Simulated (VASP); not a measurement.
# Re (P6_3/mmc) in VASP: notebook

Re is run at these levels: PBEsol; tasks: single point.

Program: VASP 6.6.1. These are calculated values, not measurements. Logs are shortened: lines on timing, memory, paths and dates and some standing lists are left out, and cuts for length are marked.

## Step 1: The cell of the first run

Symmetry: P6_3/mmc, No. 194, hexagonal system. Conventional cell: a = 2.842 Å, b = 2.842 Å, c = 4.088 Å, α = 90.00°, β = 90.00°, γ = 120.00°. Re (site symmetry -6m2) has 12 Re at 2.62 to 2.84 Å within 3.5 Å.

## Step 2: Single point, PBEsol

INCAR reads:

```
  PREC = Accurate
  ENCUT = 520
  EDIFF = 1E-7
  ISMEAR = 0
  SIGMA = 0.15
  LREAL = F
  LASPH = T
  NELM = 100
  ALGO = Fast
  ISIF = 2
  LWAVE = F
  LCHARG = F
  GGA = PS
  NBANDS = 14
```

KPOINTS reads:

```
Automatic mesh
0
Gamma
  18 18 10
```

POSCAR reads:

```
Re
1.0
    2.8420000000      0.0000000000      0.0000000000
   -1.4210000000      2.4612441976      0.0000000000
    0.0000000000      0.0000000000      4.0878000000
Re
2
Direct
    0.3333333333      0.6666666667      0.2500000000
    0.6666666667      0.3333333333      0.7500000000
```

Potentials or basis: VASP PAW PBE potentials, release 64 (Re).

Run with:

```
> cat potpaw_PBE.64/Re/POTCAR > POTCAR
> mpirun -np 1 vasp_std > vasp.out
```

OUTCAR:

```text
PREC = Accurate
   ENCUT = 520
   EDIFF = 1E-7
   ISMEAR = 0
   LREAL = F
   LASPH = T
   NELM = 100
   ISIF = 2
   GGA = PS

 ion  position               nearest neighbor table
   1  0.333  0.667  0.250-   2 2.62   2 2.62   2 2.62   2 2.62   2 2.62   2 2.62
   2  0.667  0.333  0.750-   1 2.62   1 2.62   1 2.62   1 2.62   1 2.62   1 2.62

  LATTYP: Found a hexagonal cell.
 ALAT       =     2.8420000000
 C/A-ratio  =     1.4383532723

  Lattice vectors:

 A1 = (   2.8420000000,   0.0000000000,   0.0000000000)
 A2 = (  -1.4210000000,   2.4612441976,   0.0000000000)
 A3 = (   0.0000000000,   0.0000000000,   4.0878000000)

Analysis of symmetry for initial positions (statically):
=====================================================================
 Subroutine PRICEL returns:
 Original cell was already a primitive cell.

 Routine SETGRP: Setting up the symmetry group for a
 hexagonal supercell.

 Subroutine GETGRP returns: Found 24 space group operations
 (whereof 12 operations were pure point group operations)
 out of a pool of 24 trial point group operations.

The static configuration has the point symmetry D_3d.
 The point group associated with its full space group is D_6h.

Analysis of symmetry for dynamics (positions and initial velocities):
=====================================================================
 Subroutine PRICEL returns:
 Original cell was already a primitive cell.

 Routine SETGRP: Setting up the symmetry group for a
 hexagonal supercell.

 Subroutine GETGRP returns: Found 24 space group operations
 (whereof 12 operations were pure point group operations)
 out of a pool of 24 trial point group operations.

The dynamic configuration has the point symmetry D_3d.
 The point group associated with its full space group is D_6h.

 Subroutine INISYM returns: Found 24 space group operations
 (whereof 12 operations are pure point group operations),
 and found     1 'primitive' translations

----------------------------------------------------------------------------------------

                                     Primitive cell

  volume of cell :      28.5936

  direct lattice vectors                    reciprocal lattice vectors
     2.842000000  0.000000000  0.000000000     0.351864884  0.203149285  0.000000000
    -1.421000000  2.461244198  0.000000000     0.000000000  0.406298571  0.000000000
     0.000000000  0.000000000  4.087800000     0.000000000  0.000000000  0.244630364

  length of vectors
     2.842000000  2.842000000  4.087800000     0.406298571  0.406298571  0.244630364

  position of ions in fractional coordinates (direct lattice)
     0.333333333  0.666666667  0.250000000
     0.666666667  0.333333333  0.750000000

  ion indices of the primitive-cell ions
   primitive index   ion index
                 1           1
                 2           2

----------------------------------------------------------------------------------------

 KPOINTS: Automatic mesh

Automatic generation of k-mesh.
 Grid dimensions read from file:
 generate k-points for:   18   18   10

 Generating k-lattice:

  Cartesian coordinates                     Fractional coordinates (reciprocal lattice)
     0.019548049  0.011286071  0.000000000     0.055555556 -0.000000000  0.000000000
     0.000000000  0.022572143  0.000000000     0.000000000  0.055555556  0.000000000
     0.000000000  0.000000000  0.024463036     0.000000000  0.000000000  0.100000000

  Length of vectors
     0.022572143  0.022572143  0.024463036

  Shift w.r.t. Gamma in fractional coordinates (k-lattice)
     0.000000000  0.000000000  0.000000000

 Subroutine IBZKPT returns following result:
 ===========================================

 Found    222 irreducible k-points:

 Following reciprocal coordinates:
            Coordinates               Weight
  0.000000  0.000000  0.000000      1.000000
  0.055556 -0.000000  0.000000      6.000000
  0.111111 -0.000000  0.000000      6.000000
  0.166667 -0.000000  0.000000      6.000000
  0.222222 -0.000000  0.000000      6.000000
  0.277778  0.000000  0.000000      6.000000
[... 16 lines left out ...]
  0.333333  0.111111  0.000000     12.000000
  0.388889  0.111111  0.000000     12.000000
 [... further k-points ...]
   k-points           NKPTS =    222   k-points in BZ     NKDIM =    222   number of bands    NBANDS=     14
   number of dos      NEDOS =    301   number of ions     NIONS =      2
   total plane-waves  NPLWV =  17280
   dimension x,y,z NGX =    24 NGY =   24 NGZ =   30
   dimension x,y,z NGXF=    48 NGYF=   48 NGZF=   60
   ions per type =               2
   NGX,Y,Z   is equivalent  to a cutoff of  14.04, 14.04, 12.20 a.u.
   NGXF,Y,Z  is equivalent  to a cutoff of  28.08, 28.08, 24.40 a.u.
 SYSTEM =  unknown system
   PREC   = accura    normal or accurate (medium, high low for compatibility)
   ISTART =      0    job   : 0-new  1-cont  2-samecut
   ICHARG =      2    charge: 1-file 2-atom 10-const
   ISPIN  =      1    spin polarized calculation?
   LNONCOLLINEAR =      F non collinear calculations
   LSORBIT =      F    spin-orbit coupling
   LASPH  =      T    aspherical Exc in radial PAW
   ENCUT  =  520.0 eV  38.22 Ry    6.18 a.u.   5.28  5.28  7.60*2*pi/ulx,y,z
   NELM   =    100;   NELMIN=  2; NELMDL= -5     # of ELM steps
   EDIFF  = 0.1E-06   stopping-criterion for ELM
   LREAL  =      F    real-space projection
   EDIFFG = 0.1E-05   stopping-criterion for IOM
   NSW    =      0    number of steps for IOM
   IBRION =     -1    ionic relax: 0-MD 1-quasi-New 2-CG
   NFREE  =      0    steps in history (QN), initial steepest desc. (CG)
   ISIF   =      2    stress and relaxation
   ISYM   =      2    0-nonsym 1-usesym 2-fastsym
   POTIM  = 0.5000    time-step for ionic-motion
   TEBEG  =    0.0;   TEEND  =   0.0 temperature during run
   PSTRESS=    0.0 pullay stress
   NELECT =      14.0000    total number of electrons
   NUPDOWN=      -1.0000    fix difference up-down
   EMIN   =  10.00;   EMAX   =-10.00  energy-range for DOS
   EFERMI =   0.00;   METHOD = LEGACY
   ISMEAR =     0;   SIGMA  =   0.15  broadening in eV -4-tet -1-fermi 0-gaus
   EFERMI_NEDOS =   21; number of points for ismear=-14 and -15
   IALGO  =     68    algorithm
   IMIX   =      4    mixing-type and parameters
     AMIX     =   0.40;   BMIX     =  1.00
     AMIX_MAG =   1.60;   BMIX_MAG =  1.00
  volume/ion in A,a.u.               =      14.30        96.48
  Fermi-wavevector in a.u.,A,eV,Ry     =   1.290312  2.438336 22.652405  1.664905
  Thomas-Fermi vector in A             =   2.422151
   LORBIT       =      0    0 simple, 1 ext, 2 COOP (PROOUT), +10 PAW based schemes
   GGA     = PS    functional components
   LHFCALC =     F    Hartree Fock is set to
   AEXX    =    0.0000 exact exchange contribution
   IVDW    =     0    specifies the selected vdW correction
   LEPSILON=     F    determine dielectric tensor
   LRPA    =     F    only Hartree local field effects (RPA)
 non-spin polarized calculation
 RMM-DIIS sequential band-by-band and
 Gauss-broadening in eV      SIGMA  =   0.15
  energy-cutoff  :      520.00
  volume of cell :       28.59
 maximum number of plane-waves:       782
 NGX is ok and might be reduce to    24
   NGX = 11   NGY = 11   NGZ = 15

 number of electron      14.0000001 magnetization

 Free energy of the ion-electron system (eV)
  ---------------------------------------------------
  ext. energy  EPLUGINS =         0.00000000
  ---------------------------------------------------
  free energy    TOTEN  =       -26.39157163 eV

  energy without entropy =      -26.36639737  energy(sigma->0) =      -26.37898450

 E-fermi :   8.1312     XC(G=0): -13.9577

 val. band max:        8.1248320324   @ k =   0.5000   0.0000   0.4000
 cond. band min:       8.1335351957   @ k =   0.1667  -0.0000   0.1000
 fundamental gap:      0.0087031634
 Fermi energy:         8.1311545942

 k-point     1 :       0.0000    0.0000    0.0000
  band No.  band energies     occupation
      1      -2.0023      2.00000
      2       1.2728      2.00000
      3       6.1473      2.00000
      4       6.1473      2.00000
      5       7.2090      2.00000
      6       7.2090      2.00000
      7       7.4054      2.00000
      8       7.4054      2.00000
      9       7.8888      1.97769
     10      10.2160      0.00000
     11      11.5624      0.00000
     12      11.5624      0.00000
     13      19.6624      0.00000
     14      21.8141      0.00000

 k-point     2 :       0.0556   -0.0000    0.0000
  band No.  band energies     occupation
      1      -1.8818      2.00000
      2       1.3705      2.00000
      3       5.9317      2.00000
      4       6.2540      2.00000
      5       7.0938      2.00000
      6       7.1140      2.00000
      7       7.3346      2.00000
      8       7.5025      2.00000
      9       8.0716      1.42564
     10       9.4978      0.00000
     11      11.6558      0.00000
     12      12.4723      0.00000
     13      19.7145      0.00000
     14      22.0681      0.00000

 k-point     3 :       0.1111   -0.0000    0.0000
  band No.  band energies     occupation
      1      -1.5292      2.00000
      2       1.6434      2.00000
      3       5.4630      2.00000
      4       6.5705      2.00000
      5       6.6878      2.00000
      6       6.8621      2.00000
      7       7.1530      2.00000
      8       7.7897      1.99871
      9       8.4759      0.00115
     10       8.6760      0.00000
     11      11.9017      0.00000
     12      13.9300      0.00000
     13      19.8158      0.00000
     14      22.7809      0.00000
[... 324 lines left out ...]
 k-point    23 :       0.3333    0.1111    0.0000
  band No.  band energies     occupation
      1       1.9770      2.00000
      2       2.3763      2.00000
      3       3.1121      2.00000
      4       4.8421      2.00000
      5       5.4249      2.00000
      6       7.5167      2.00000
      7       7.7470      1.99971
      8      10.8584      0.00000
      9      10.9312      0.00000
     10      12.3098      0.00000
     11      13.2403      0.00000
     12      17.1628      0.00000
     13      19.4794      0.00000
     14      19.7278      0.00000

 k-point    24 :       0.3889    0.1111    0.0000
  band No.  band energies     occupation
      1       2.1469      2.00000
      2       2.2973      2.00000
      3       2.8416      2.00000
      4       5.2704      2.00000
      5       5.3320      2.00000
      6       7.4478      2.00000
      7       8.1838      0.61965
      8      11.3901      0.00000
      9      11.6158      0.00000
     10      13.2084      0.00000
     11      13.3342      0.00000
     12      15.6709      0.00000
     13      18.6018      0.00000
     14      19.4169      0.00000

 [... further k-points ...]

------------------------ aborting loop because EDIFF is reached ----------------------------------------

  FORCE on cell =-STRESS in cart. coord.  units (eV):
  Direction    XX          YY          ZZ          XY          YZ          ZX
  --------------------------------------------------------------------------------------
  -------------------------------------------------------------------------------------
  Total       -0.4627855     -0.4627855      7.6744743      0.0000000      0.0000000      0.0000000
  in kB      -25.9311598    -25.9311598    430.0221251      0.0000000      0.0000000      0.0000000
  external PRESSURE =     126.0532685 kB  Pullay stress =       0.0000000 kB

 VOLUME and BASIS-vectors are now :
 -----------------------------------------------------------------------------
  energy-cutoff  :      520.00
  volume of cell :       28.59
      direct lattice vectors                 reciprocal lattice vectors
     2.842000000  0.000000000  0.000000000     0.351864884  0.203149285  0.000000000
    -1.421000000  2.461244198  0.000000000     0.000000000  0.406298571  0.000000000
     0.000000000  0.000000000  4.087800000     0.000000000  0.000000000  0.244630364

 POSITION                                       TOTAL-FORCE (eV/Angst)
 -----------------------------------------------------------------------------------
     -0.00000      1.64083      1.02195         0.000000     -0.000000      0.000000
      1.42100      0.82041      3.06585        -0.000000      0.000000      0.000000
 -----------------------------------------------------------------------------------
    total drift:                               -0.000000      0.000000     -0.000000

  FREE ENERGIE OF THE ION-ELECTRON SYSTEM (eV)
  ---------------------------------------------------
  free  energy   TOTEN  =       -26.3915716296 eV

  energy  without entropy=      -26.3663973749  energy(sigma->0) =      -26.37898450
```

Wall time 47 s (1 thread of Intel Xeon 6975P-C (Granite Rapids), shared host); peak memory 0.2 GiB.

Results:

| Property | Result |
| --- | --- |
| Free energy | -26.3916 eV |
| Pressure | 12.6 GPa |
| Band gap on the k mesh | zero (bands 7 and 8 overlap by 3.29 eV) |

Caveat: the cell stands under pressure; the PAW data sets were made with another functional, which shifts forces and pressure a little; spin-orbit coupling is left out, which moves the levels of the heavy elements.

## Step 3: Single point, PBEsol

This run uses another cell than the first one, of 14.44 Å³/atom.

INCAR reads:

```
  ALGO = Fast
  EDIFF = 1E-6
  ENCUT = 520
  GGA = PS
  ISIF = 2
  ISMEAR = 0
  LASPH = T
  LCHARG = F
  LREAL = F
  LWAVE = F
  NBANDS = 14
  NELM = 80
  PREC = Accurate
  SIGMA = 0.15
```

KPOINTS reads:

```
k-points
0
Gamma
  18 18 10
```

POSCAR reads:

```
Re
1.0
    2.7961000000      0.0000000000      0.0000000000
   -1.3980500000      2.4214936315      0.0000000000
    0.0000000000      0.0000000000      4.2656000000
Re
2
Direct
    0.3333333333      0.6666666667      0.2500000000
    0.6666666667      0.3333333333      0.7500000000
```

Potentials or basis: VASP PAW PBE potentials, release 64 (Re).

Run with:

```
> cat potpaw_PBE.64/Re/POTCAR > POTCAR
> mpirun -np 1 vasp_std > vasp.out
```

It took 38 s on 1 thread of Intel Xeon 6975P-C (Granite Rapids), shared host; peak memory 0.2 GiB.

Results (log left out):

```yaml
Free_energy: -26.6568 eV
Pressure: 4.7 GPa
Band_gap_on_the_k_mesh: zero (bands 7 and 8 overlap by 3.56 eV)
```

Stress tensor (GPa, compression positive):
```
-3.60  0.00  0.00
 0.00 -3.60  0.00
 0.00  0.00 21.16
```

Levels at points of the mesh, in eV from the Fermi level:
| k point | band 5 | band 6 | band 7 | band 8 | band 9 | band 10 |
| --- | --- | --- | --- | --- | --- | --- |
| (0.00, 0.00, 0.00) | -0.87 | -0.67 | -0.67 | -0.29 | -0.29 | 1.39 |
| (0.50, 0.00, 0.00) | -1.93 | -0.89 | -0.13 | 3.62 | 4.35 | 4.94 |
| (0.00, 0.00, 0.50) | -2.00 | -2.00 | -2.00 | -2.00 | 2.75 | 2.75 |
| (0.50, 0.00, 0.50) | 0.20 | 0.20 | 0.97 | 0.97 | 4.06 | 4.06 |

Caveat: the cell stands under pressure; the PAW data sets were made with another functional, which shifts forces and pressure a little; spin-orbit coupling is left out, which moves the levels of the heavy elements.
